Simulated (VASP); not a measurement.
Na3LaO3, 7 atoms in the cell. The structure is orthorhombic, space group Imm2 (No. 44). Conventional cell: a = 4.406 Å, b = 4.906 Å, c = 11.304 Å, α = 90.00°, β = 90.00°, γ = 90.00°. Within 3.1 Å of Na (site symmetry mm2) lie 4 O at 2.34 to 2.57 Å. Within 3.1 Å of Na (site symmetry mm2) lie 3 O at 2.32 to 2.45 Å and 2 Na at 2.81 Å. Within 3.1 Å of Na (site symmetry mm2) lie 5 O at 2.31 to 2.48 Å and 2 Na at 2.81 Å. Within 3.0 Å of La (site symmetry mm2) lie 5 O at 2.28 to 2.46 Å. O (site symmetry mm2) has 4 Na at 2.31 to 2.57 Å and 2 La at 2.46 Å within 3.1 Å. O (site symmetry mm2) has 3 Na at 2.34 to 2.45 Å and 2 La at 2.39 Å within 3.1 Å. O (site symmetry mm2) has 1 La at 2.28 Å and 5 Na at 2.32 to 2.48 Å within 3.0 Å. 

```yaml
Program: VASP 6.6.1
Task: single point
Functional: PBE
Potentials_or_basis: VASP PAW PBE potentials, release 64 (Na_pv, La, O)
Cutoff: 520 eV
k_mesh: 8 × 8 × 8
Occupations: gaussian, width 0.02 eV
Spin: no spin polarisation
Dipole_correction: no
Further_INCAR_settings: ALGO = Normal; EDIFF = 1e-06; NBANDS = 34
```

Potentials or basis: VASP PAW PBE potentials, release 64 (Na_pv, La, O).

Run with:

```bash
$ cat potpaw_PBE.64/Na_pv/POTCAR potpaw_PBE.64/La/POTCAR potpaw_PBE.64/O/POTCAR > POTCAR
$ mpirun -np 1 vasp_std > vasp.out
```

Hardware: 1 thread of Intel(R) Xeon(R) Platinum 8375C CPU @ 2.90GHz (Ice Lake), with other jobs on the host.

Q: Estimate the wall time of this run.

A: It took 16 min on 1 thread of Intel(R) Xeon(R) Platinum 8375C CPU @ 2.90GHz (Ice Lake) (shared host), peak memory 0.61 GiB. Counts: scf iterations 17, k points 95.
